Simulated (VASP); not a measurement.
# LiF: single point with LDA

LiF:

```xyz
4
Lattice="3.1155 0.0000 0.0000 -1.5577 2.6981 0.0000 0.0000 0.0000 4.4071" Properties=species:S:1:pos:R:3 pbc="T T T"
Li    0.0000    1.7987    1.4860
Li    1.5577    0.8994    3.6896
F     0.0000    1.7987    4.3676
F     1.5577    0.8994    2.1640
```

This cell differs from its parent crystal: atoms shifted along a free coordinate, c/a of the conventional cell at fixed volume 1.4146.

- Program: VASP 6.6.1
- Task: single point
- Functional: LDA
- Potentials or basis: VASP PAW LDA potentials, release 64 (Li_sv, F)
- Cutoff: 520 eV
- k mesh: 9 × 9 × 6
- Occupations: gaussian, width 0.05 eV
- Spin: no spin polarisation

```yaml
Largest_force: 2.937 eV/Å
Band_gap_on_the_k_mesh: 7.84 eV (least direct gap 7.86 eV)
```

Forces on the atoms (eV/Å):
```
Li   0.000  0.000  2.937
Li   0.000  0.000  2.937
F    0.000  0.000 -2.937
F    0.000  0.000 -2.937
```

Levels at points of the mesh, in eV from the valence-band top:
| k point | band 7 | band 8 | band 9 | band 10 | band 11 | band 12 | band 13 | band 14 |
| --- | --- | --- | --- | --- | --- | --- | --- | --- |
| (0.00, 0.00, 0.00) | -0.58 | -0.06 | -0.01 | -0.01 | 7.84 | 12.79 | 16.17 | 18.11 |
| (0.00, 0.00, 0.50) | -0.30 | -0.30 | -0.30 | -0.30 | 9.53 | 9.53 | 18.36 | 18.36 |

Wall time 18 s on 1 thread of Intel(R) Xeon(R) Platinum 8259CL CPU @ 2.50GHz (Skylake/Cascade Lake) (shared host), peak memory 0.14 GiB.

Caveat: forces of over 1 eV/Å act on the atoms, so gaps and moduli don't describe the material at rest. A k mesh can miss the band edges.
